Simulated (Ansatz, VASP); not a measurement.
BAs in VASP and in Ansatz

```
B As
1.0
     0.00000    2.29296    2.38850
     2.29296    0.00000    2.38850
     2.29296    2.29296    0.00000
B As
1 1
Direct
  0.00000 0.00000 0.00000
  0.75000 0.75000 0.75000
```

Change from the starting cell: strain -0.040 along x and y, +0.000 along z, atoms carried along.

Alike in both runs: task single point; functional r2SCAN; k mesh 10 × 10 × 10; occupations gaussian, width 0.05 eV; no spin polarisation.

|  | VASP | Ansatz |
| --- | --- | --- |
| version | VASP 6.6.1 | Ansatz 0.2.0 |
| potentials or method | VASP PAW PBE potentials, release 64 (B, As), cutoff 520 eV | scalar-relativistic, plane waves, PAW |
| valence electrons in the cell | 8 | 18 |

Ansatz gave:

| Property | Result |
| --- | --- |
| gap on the k mesh at the Fermi level (eV) | 0.94 |
| least direct gap on the mesh (eV) | 3.30 |
| pressure (GPa) | 14.4 |
| traceless stress, the component that is largest in VASP (GPa) | -6.97 |

Which values does VASP return?

gap on the k mesh at the Fermi level (eV): 0.93; least direct gap on the mesh (eV): 3.30; pressure (GPa): 14.9; traceless stress, the component that is largest in VASP (GPa): -6.95.

VASP's potentials were made for PBE, not for r2SCAN. VASP's potentials hold 8 valence electrons a cell and Ansatz's 18, so a difference there can come from the potentials and not from the codes.
